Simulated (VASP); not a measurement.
Wanted: the native input for a VASP 6.6.1 run.

- Task: relaxation of cell and atoms
- Functional: PBEsol
- Potentials or basis: VASP PAW PBE potentials, release 64 (In_d, Ga_d, N)
- Cutoff: 600 eV
- k mesh: 8 × 8 × 8
- Occupations: fermi-dirac, width 0.15 eV
- Spin: no spin polarisation
- Dipole correction: no
- Further INCAR settings: ALGO = Normal; EDIFF = 1e-06; IBRION = 2; EDIFFG = -0.001; NSW = 80; ISIF = 3

The structure of InGa3N lies in POSCAR:

```
InGa3N
1.0
    4.3740165711      0.0000000000      0.0000000000
    0.0000000000      4.3740165711      0.0000000000
    0.0000000000      0.0000000000      4.3740165711
In Ga N
1 3 1
Direct
    0.0000000000      0.0000000000      0.0000000000
    0.5000000000      0.5000000000      0.0000000000
    0.0000000000      0.5000000000      0.5000000000
    0.5000000000      0.0000000000      0.5000000000
    0.5000000000      0.5000000000      0.5000000000
```

One way to write it, as run:

INCAR

```
PREC = Accurate
ENCUT = 600
EDIFF = 1E-6
ISMEAR = -1
SIGMA = 0.15
LREAL = False
LASPH = True
NELM = 100
ALGO = Normal
ISIF = 3
LWAVE = False
LCHARG = False
GGA = PS
IBRION = 2
NSW = 80
EDIFFG = -0.001
```

KPOINTS

```
Automatic mesh
0
Gamma
  8 8 8
```

Potentials or basis: VASP PAW PBE potentials, release 64 (In_d, Ga_d, N).

Command:

```sh
$ cat potpaw_PBE.64/In_d/POTCAR potpaw_PBE.64/Ga_d/POTCAR potpaw_PBE.64/N/POTCAR > POTCAR
$ mpirun -np 1 vasp_std > vasp.out
```

Results of the run:

```
Relaxed volume                         : 16.73 Å³/atom
Relaxed cell                           : a = 4.374 Å, b = 4.374 Å, c = 4.374 Å, α = 90.00°, β = 90.00°, γ = 90.00°
Space group after relaxing (to 0.05 Å) : Pm-3m (No. 221)
Energy gained by relaxing              : 0.0 meV/atom
Ionic steps                            : 6
Pressure after relaxing                : 0.0 GPa
```

Caveat: the PAW data sets were made with another functional, which shifts forces and pressure a little.

Wall time 7.3 min on 1 thread of Intel Xeon 8259CL (shared host), peak memory 0.28 GiB.
